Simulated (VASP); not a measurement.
TaSiO4:

```
Ta Si O
1.0
     3.40104    0.00000    0.00000
    -1.70052    2.94539    0.00000
     0.00000    0.00000    7.18901
Ta Si O
1 1 4
Direct
  0.00000 0.00000 0.00000
  0.00000 0.00000 0.50000
  0.33333 0.66667 0.00000
  0.66667 0.33333 0.00000
  0.00000 0.00000 0.21935
  0.00000 0.00000 0.78065
```

Base run:

```yaml
Program: VASP 6.6.1
Functional: PBE
Potentials_or_basis: VASP PAW PBE potentials, release 64 (Ta_pv, Si, O)
Cutoff: 520 eV
k_mesh: 6 × 6 × 4
Occupations: gaussian, width 0.1 eV
Spin: no spin polarisation
```

Its results: pressure 85.7 GPa; largest force 26.364 eV/Å.

Q: The run is repeated on the same cell with these changes: potentials or basis from VASP PAW PBE potentials, release 64 (Ta_pv, Si, O) to VASP PAW PBE potentials, release 64 (Ta_sv_GW, Si, O); cutoff from 520 eV to 600 eV; further incar settings from ALGO = Normal; EDIFF = 1e-07; NBANDS = 28 to ALGO = Normal; EDIFF = 1e-06; NBANDS = 30; valence electrons from 39 to 41. What comes out?

A: Pressure 83.7 GPa; largest force 25.524 eV/Å.

Caveats: an odd number of electrons without spin polarisation forces a metal; a magnetic or distorted state may lie lower.
